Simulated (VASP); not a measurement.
A run of VASP 6.6.1 is set up as follows.

File INCAR:

```
SYSTEM = KLaMgWO6
ALGO = Normal
EDIFF = 1E-6
ENCUT = 520
GGA = PE
ISIF = 2
ISMEAR = -1
LASPH = .True.
LCHARG = .False.
LREAL = .False.
LWAVE = .False.
NBANDS = 47
NELM = 100
PREC = Accurate
SIGMA = 0.02
```

KPOINTS

```
k-points
0
Gamma
  6 6 6
  0 0 0
```

Contents of POSCAR:

```
KLaMgWO6
1.0
    0.0000000000      3.9476506011      3.9476506011
    3.9476506011      0.0000000000      3.9476506011
    3.9476506011      3.9476506011      0.0000000000
K La Mg W O
1 1 1 1 6
Direct
    0.7500000000      0.7500000000      0.7500000000
    0.2500000000      0.2500000000      0.2500000000
    0.0000000000      0.0000000000      0.0000000000
    0.5000000000      0.5000000000      0.5000000000
    0.7420464921      0.2579535079      0.2579535079
    0.2579535079      0.7420464921      0.7420464921
    0.7420464921      0.7420464921      0.2579535079
    0.2579535079      0.2579535079      0.7420464921
    0.2579535079      0.7420464921      0.2579535079
    0.7420464921      0.2579535079      0.7420464921
```

Potentials or basis: VASP PAW PBE potentials, release 64 (K_sv, La, Mg, W_sv, O).

Launch:

```sh
$ cat potpaw_PBE.64/K_sv/POTCAR potpaw_PBE.64/La/POTCAR potpaw_PBE.64/Mg/POTCAR potpaw_PBE.64/W_sv/POTCAR potpaw_PBE.64/O/POTCAR > POTCAR
$ mpirun -np 1 vasp_std > vasp.out
```

Question: Estimate the pressure.

Answer: 5.3 GPa.

Question: What does it give for the largest force?

Answer: 0.482 eV/Å.

Question: What does it give for the band gap on the k mesh?

Answer: 2.67 eV (least direct gap 2.72 eV).

Forces on the atoms (eV/Å):
```
K    0.000  0.000  0.000
La   0.000  0.000  0.000
Mg   0.000  0.000  0.000
W    0.000  0.000  0.000
O   -0.482  0.000  0.000
O    0.482  0.000  0.000
O    0.000  0.000  0.482
O    0.000  0.000 -0.482
O    0.000 -0.482  0.000
O    0.000  0.482  0.000
```

Caveat: the cell stands under pressure; spin-orbit coupling is left out, which moves the levels of the heavy elements. A k mesh can miss the band edges.
